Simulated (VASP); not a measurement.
Write the native input for VASP 6.6.1 that does the following.

```
Task                   : relaxation of cell and atoms
Functional             : PBE
Dispersion             : D3(BJ)
Potentials or basis    : VASP PAW PBE potentials, release 64 (Si, C)
Cutoff                 : 600 eV
k mesh                 : 10 × 10 × 10
Occupations            : gaussian, width 0.02 eV
Spin                   : no spin polarisation
Dipole correction      : no
Further INCAR settings : ALGO = Normal; EDIFF = 1e-07; IBRION = 2; EDIFFG = -0.01; NSW = 100; ISIF = 3
```

The structure of SiC lies in POSCAR:

```
SiC
1.0
    0.0000000000      2.1769967100      2.1769967100
    2.1769967100      0.0000000000      2.1769967100
    2.1769967100      2.1769967100      0.0000000000
Si C
1 1
Direct
    0.2500000000      0.2500000000      0.2500000000
    0.0000000000      0.0000000000      0.0000000000
```

One way to write it, as run:

INCAR

```
SYSTEM = SiC
PREC = Accurate
ENCUT = 600
EDIFF = 1E-7
ISMEAR = 0
SIGMA = 0.02
LREAL = .False.
LASPH = .True.
NELM = 80
ALGO = Normal
ISIF = 3
LWAVE = .False.
LCHARG = .False.
GGA = PE
IVDW = 12
IBRION = 2
NSW = 100
EDIFFG = -0.01
```

KPOINTS

```
regular mesh
0
Gamma
  10 10 10
  0 0 0
```

Potentials or basis: VASP PAW PBE potentials, release 64 (Si, C).

Launch:

```bash
$ cat potpaw_PBE.64/Si/POTCAR potpaw_PBE.64/C/POTCAR > POTCAR
$ mpirun -np 1 vasp_std > vasp.out
```

Results of the run:

| Quantity | Value |
| --- | --- |
| Relaxed volume | 10.27 Å³/atom |
| Relaxed cell | a = 3.074 Å, b = 3.074 Å, c = 3.074 Å, α = 60.00°, β = 60.00°, γ = 60.00° |
| Space group after relaxing (to 0.05 Å) | F-43m (No. 216) |
| Energy gained by relaxing | 0.1 meV/atom |
| Ionic steps | 3 |
| Pressure after relaxing | 0.0 GPa |
| Band gap on the k mesh | 1.35 eV, indirect (least direct gap 4.55 eV) |
| Dispersion energy per atom | -0.303 eV |

Run time: 15 s on 1 thread of Intel Xeon 6975P-C (shared host), peak memory 0.16 GiB.
